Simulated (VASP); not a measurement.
**MgI2: single point with PBE**

The system is MgI2.

```
CELL_PARAMETERS angstrom
0.00000 3.69676 3.69676
3.69676 0.00000 3.69676
3.69676 3.69676 0.00000
ATOMIC_POSITIONS crystal
Mg 0.00000 0.00000 0.00000
I 0.25000 0.25000 0.25000
I 0.75000 0.75000 0.75000
```

This cell differs from its parent crystal: strain -1.6%.

```json
{"Program": "VASP 6.6.1", "Task": "single point", "Functional": "PBE", "Potentials or basis": "VASP PAW PBE potentials, release 64 (Mg, I)", "Cutoff": "520 eV", "k mesh": "6 × 6 × 6", "Occupations": "fermi-dirac, width 0.02 eV", "Spin": "no spin polarisation", "Dipole correction": "no", "Further INCAR settings": "ALGO = Normal; EDIFF = 1e-06; NBANDS = 15"}
```

The pressure is 1.7 GPa and the band gap on the k mesh is 0.67 eV (least direct gap 0.94 eV).

Levels at points of the mesh, in eV from the valence-band top:
| k point | band 4 | band 5 | band 6 | band 7 | band 8 | band 9 | band 10 | band 11 | band 12 | band 13 |
| --- | --- | --- | --- | --- | --- | --- | --- | --- | --- | --- |
| (0.00, 0.00, 0.00) | -3.20 | -3.20 | -1.21 | -1.21 | -1.21 | 0.67 | 2.96 | 2.96 | 2.96 | 5.01 |
| (0.50, 0.00, 0.00) | -2.73 | -2.72 | -2.72 | -2.46 | -2.46 | 2.77 | 5.06 | 5.06 | 5.96 | 6.51 |
| (0.50, 0.50, 0.00) | -4.04 | -4.04 | -0.55 | -0.55 | 0.00 | 0.94 | 4.14 | 6.48 | 6.48 | 6.55 |

It took 26 s on 1 thread of Oxide Virtual Turin-like Processor, on a shared host, peak memory 0.21 GiB.

Caveat: the cell differs from its parent crystal (strain -1.6%); the structure was generated, so it needn't be the stable form of MgI2; semilocal functionals underestimate gaps, and a narrow one can read as zero; spin-orbit coupling is left out, which moves the levels of the heavy elements. A k mesh can miss the band edges.
